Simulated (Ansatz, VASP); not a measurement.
**One calculation of GaAs, two programs**

INCAR

```
SYSTEM = GaAs
  PREC = Accurate
  ENCUT = 500
  EDIFF = 1E-6
  ISMEAR = 0
  SIGMA = 0.01
  LREAL = .False.
  LASPH = .True.
  NELM = 120
  ALGO = Normal
  ISIF = 2
  LWAVE = .False.
  LCHARG = .False.
  GGA = PE
  NBANDS = 16
  GGA_COMPAT = .False.
```

The input KPOINTS:

```
regular mesh
0
Gamma
  8 8 8
  0 0 0
```

Contents of POSCAR:

```
GaAs
1.0
    0.0000000000      2.8330831924      2.8330831924
    2.8330831924      0.0000000000      2.8330831924
    2.8330831924      2.8330831924      0.0000000000
Ga As
1 1
Direct
    0.0000000000      0.0000000000      0.0000000000
    0.2500000000      0.2500000000      0.2500000000
```

Input for Ansatz:

```yaml
crystal:
  lattice:
    - [0.0, 2.8330831924, 2.8330831924]
    - [2.8330831924, 0.0, 2.8330831924]
    - [2.8330831924, 2.8330831924, 0.0]
  atoms:
    - { symbol: Ga, position: [0.0, 0.0, 0.0] }
    - { symbol: As, position: [0.25, 0.25, 0.25] }
kpoints:
  mp_grid: { grid: [8, 8, 8] }
  band_path:
    path:
      - [0.0, 0.0, 0.0]
      - [-0.5, -0.5, 0.0]
      - [-0.375, -0.375, 0.25]
      - [-0.375, 0.0, 0.375]
      - [0.0, 0.0, 0.5]
      - [-0.5, -0.25, 0.25]
    npoints: 1
hamiltonian:
  xc: pbe
scf:
  occupations: { method: fixed }
  n_extra_bands: 4
output:
  forces: true
  stress: true
  eigenvalues: true
```

Alike in both runs: task single point; functional PBE; k mesh 8 × 8 × 8; no spin polarisation.

|  | VASP | Ansatz |
| --- | --- | --- |
| version | VASP 6.6.1 | Ansatz 0.2.0 |
| potentials or method | VASP PAW PBE potentials, release 64 (Ga_d, As) | plane waves, PAW |
| plane-wave cutoff (eV) | 500 | 420 |
| occupations | gaussian, width 0.01 eV | fixed |
| valence electrons in the cell | 18 | 28 |

|  | VASP | Ansatz | Ansatz less VASP |
| --- | --- | --- | --- |
| gap on the k mesh at the Fermi level (eV) | 0.47 | 0.47 | -0.004 |
| pressure (GPa) | 2.9 | 2.8 | -0.16 |

VASP's potentials hold 18 valence electrons a cell and Ansatz's 28, so a difference there can come from the potentials and not from the codes.
